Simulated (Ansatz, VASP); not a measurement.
# MgS in VASP and in Ansatz

```xyz
2
Lattice="0.0780 2.6407 2.6407 2.6407 0.0780 2.6407 2.6407 2.6407 0.0780" Properties=species:S:1:pos:R:3 pbc="T T T"
Mg    0.0000    0.0000    0.0000
S     2.6797    2.6797    2.6797
```

Change from the starting cell: equal xy, yz and zx shear strains of +3 %.

Alike in both runs: task single point; functional LDA; k mesh 8 × 8 × 8; occupations fermi-dirac, width 0.01 eV; no spin polarisation.

```csv
,VASP,Ansatz
version,VASP 6.6.1,Ansatz 0.2.0
potentials or method,"VASP PAW LDA potentials, release 64 (Mg, S), cutoff 520 eV","all-electron LAPW, scalar-relativistic"
```

Ansatz gave:

```
gap on the k mesh at the Fermi level (eV)                     : 2.39
pressure (GPa)                                                : -3.2
traceless stress, the component that is largest in VASP (GPa) : -1.71
```

Which values does VASP return?

gap on the k mesh at the Fermi level (eV): 2.38; pressure (GPa): -3.8; traceless stress, the component that is largest in VASP (GPa): -1.70.

LDA's correlation is that of Perdew and Zunger in VASP and of Perdew and Wang (1992) in Ansatz. Ansatz ran all-electron here, and VASP with PAW potentials.
